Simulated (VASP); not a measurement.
A run of VASP 6.6.1 is set up as follows.

INCAR

```
SYSTEM = AlN
PREC = Accurate
ENCUT = 600
EDIFF = 1E-7
ISMEAR = 0
SIGMA = 0.05
LREAL = .False.
LASPH = .True.
NELM = 80
ALGO = Normal
ISIF = 3
LWAVE = .False.
LCHARG = .False.
GGA = PE
IBRION = 2
NSW = 100
EDIFFG = -0.01
```

File KPOINTS:

```
Automatic mesh
0
Gamma
  8 8 8
  0 0 0
```

POSCAR

```
AlN
1.0
    0.0000000000      2.2015871043      2.2015871043
    2.2015871043      0.0000000000      2.2015871043
    2.2015871043      2.2015871043      0.0000000000
Al N
1 1
Direct
    0.0225839943     -0.0128854577     -0.0153813140
    0.7274160057      0.7628854577      0.7653813140
```

Potentials or basis: VASP PAW PBE potentials, release 64 (Al, N).

Run with:

```bash
$ cat potpaw_PBE.64/Al/POTCAR potpaw_PBE.64/N/POTCAR > POTCAR
$ mpirun -np 1 vasp_std > vasp.out
```

Problem. Predict the relaxed volume.

Solution. 10.65 Å³/atom.

Problem. Estimate the band gap on the k mesh.

Solution. 3.30 eV, indirect (least direct gap 4.00 eV).

Problem. What does it give for the relaxed cell?

Solution. a = 3.113 Å, b = 3.111 Å, c = 3.111 Å, α = 60.03°, β = 59.97°, γ = 59.98°.

Problem. What does it give for the space group after relaxing (to 0.05 Å)?

Solution. F-43m (No. 216).

The path:
```csv
step,energy change (eV),largest force (eV/Å),pressure (GPa),volume (Å³)
1,0.0000,2.1245,1.90,21.34
2,-0.0253,1.0421,-0.88,21.71
3,-0.1176,0.3998,-2.01,21.53
4,-0.1323,0.1821,1.13,21.18
5,-0.1329,0.0858,0.54,21.24
6,-0.1354,0.0874,0.09,21.29
7,-0.1357,0.0482,0.19,21.28
8,-0.1359,0.0210,-0.13,21.31
9,-0.1359,0.0161,-0.07,21.31
10,-0.1359,0.0051,0.00,21.30
```

Caveat: the cell differs from its parent crystal (all atoms moved at random, sigma 0.1 Å a component). A k mesh can miss the band edges.
